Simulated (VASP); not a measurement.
The system is Ir.

```
CELL_PARAMETERS angstrom
2.72793 0.00000 0.00000
-1.36396 2.36245 0.00000
0.00000 0.00000 8.83487
ATOMIC_POSITIONS crystal
Ir 0.00000 0.00000 0.00000
Ir 0.00000 0.00000 0.50000
Ir 0.33333 0.66667 0.75000
Ir 0.66667 0.33333 0.25000
```

Base run:

| Item | Value |
| --- | --- |
| Program | VASP 6.6.1 |
| Functional | r2SCAN |
| Potentials or basis | VASP PAW PBE potentials, release 64 (Ir) |
| Cutoff | 520 eV |
| k mesh | 9 × 9 × 2 |
| Occupations | gaussian, width 0.1 eV |
| Spin | no spin polarisation |

Its results: band gap on the k mesh zero (band 18 reaches 11.01 eV, above the bottom of band 19 at 8.49 eV); pressure 2.4 GPa.

**Question.** The run is repeated on the same cell with these changes: potentials or basis from VASP PAW PBE potentials, release 64 (Ir) to VASP PAW PBE potentials, release 64 (Ir_sv_GW); cutoff from 520 eV to 550 eV; further incar settings from ALGO = Normal; EDIFF = 1e-06; NBANDS = 26 to ALGO = Normal; EDIFF = 1e-06; NBANDS = 42; valence electrons from 36 to 68. What comes out?

**Answer.** Band gap on the k mesh zero (band 34 reaches 13.49 eV, above the bottom of band 35 at 10.96 eV); pressure -2.2 GPa.

Caveats: the PAW data sets were made with another functional, which shifts forces and pressure a little; spin-orbit coupling is left out, which moves the levels of the heavy elements.
